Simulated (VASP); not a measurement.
A run of VASP 6.6.1 is set up as follows.

The input INCAR:

```
ALGO = Normal
EDIFF = 1E-7
EDIFFG = -0.01
ENCUT = 500
GGA = PE
GGA_COMPAT = F
IBRION = 2
ISIF = 3
ISMEAR = 0
LASPH = T
LCHARG = F
LREAL = F
LWAVE = F
NELM = 120
NELMIN = 4
NSW = 100
PREC = Accurate
SIGMA = 0.02
```

KPOINTS

```
k-points
0
Gamma
  12 12 4
```

POSCAR

```
Bi2Se3
1.0
    4.1735579994      0.0000000000      0.0000000000
   -2.0867789997      3.6144072517      0.0000000000
    0.0000000000      0.0000000000     11.3787767169
Bi Se
2 3
Direct
    0.0000000000      0.0000000000      0.1753619595
    0.0000000000      0.0000000000      0.8246380405
    0.3333333333      0.6666666667      0.0000000000
    0.6666666667      0.3333333333      0.3130870642
    0.6666666667      0.3333333333      0.6869129358
```

Potentials or basis: VASP PAW PBE potentials, release 64 (Bi_d, Se).

The run is started by

```sh
$ cat potpaw_PBE.64/Bi_d/POTCAR potpaw_PBE.64/Se/POTCAR > POTCAR
$ mpirun -np 1 vasp_std > vasp.out
```

(1) Estimate the band gap on the k mesh.

(2) Predict the relaxed volume.

## Answers

(1) 0.56 eV (least direct gap 0.85 eV).

(2) 34.36 Å³/atom.

Caveat: spin-orbit coupling is left out, which moves the levels of the heavy elements; this functional lacks dispersion, which binds the layers, so the pressure and a relaxed spacing across them are unreliable.
